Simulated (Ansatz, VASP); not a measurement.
**Two plane-wave programs on SrCl2**

POSCAR

```
SrCl2
1.0
    0.0000000000      3.4883500000      3.4883500000
    3.4883500000      0.0000000000      3.4883500000
    3.4883500000      3.4883500000      0.0000000000
Sr Cl
1 2
Direct
    0.0000000000      0.0000000000      0.0000000000
    0.7500000000      0.7500000000      0.7500000000
    0.2500000000      0.2500000000      0.2500000000
```

Contents of INCAR.step1:

```
ALGO = Normal
EDIFF = 1E-5
ENCUT = 520
GGA = PE
ISIF = 2
ISMEAR = -1
LASPH = T
LREAL = F
LWAVE = T
NBANDS = 19
NELM = 80
PREC = Accurate
SIGMA = 0.05
```

INCAR.step2

```
AEXX = 0.25
ALGO = Normal
EDIFF = 1E-7
ENCUT = 520
GGA = PE
ISIF = 2
ISMEAR = -1
ISTART = 1
LASPH = T
LCHARG = T
LELF = T
LHFCALC = T
LREAL = F
LVHAR = T
LWAVE = F
NBANDS = 19
NELM = 80
PREC = Accurate
PRECFOCK = Normal
SIGMA = 0.05
```

The input KPOINTS:

```
k-points
0
Gamma
  4 4 4
```

input.yaml

```yaml
crystal:
  lattice:
    - [0.0, 3.48835, 3.48835]
    - [3.48835, 0.0, 3.48835]
    - [3.48835, 3.48835, 0.0]
  atoms:
    - { symbol: Sr, position: [0.0, 0.0, 0.0] }
    - { symbol: Cl, position: [0.75, 0.75, 0.75] }
    - { symbol: Cl, position: [0.25, 0.25, 0.25] }
hamiltonian:
  xc: pbe0
  pseudopotentials: { kind: paw }
kpoints:
  mp_grid: { grid: [4, 4, 4] }
scf:
  occupations: { method: fermi_dirac, width: 0.05 }
  n_extra_bands: 7
output:
  forces: true
  stress: true
  eigenvalues: true
  dos: { projected: true, de: 0.05 }
  write_density: true
  write_potential: true
  elf: true
  volumetric_format: npy
```

Alike in both runs: functional PBE0; k mesh 4 × 4 × 4; occupations fermi-dirac, width 0.05 eV; no spin polarisation.

|  | VASP | Ansatz |
| --- | --- | --- |
| version | VASP 6.6.1 | Ansatz 0.2.0 |
| potentials or method | VASP PAW PBE potentials, release 64 (Sr_sv, Cl) | Ansatz PAW |
| plane-wave cutoff (eV) | 520 | 420 |
| valence electrons in the cell | 24 | 24 |
| task | single point | projected density of states |

```tsv
	VASP	Ansatz	Ansatz less VASP
gap on the k mesh at the Fermi level (eV)	7.35	7.35	-0.005
least direct gap on the mesh (eV)	7.57	7.58	+0.002
pressure (GPa)	0.4	0.4	-0.03
```
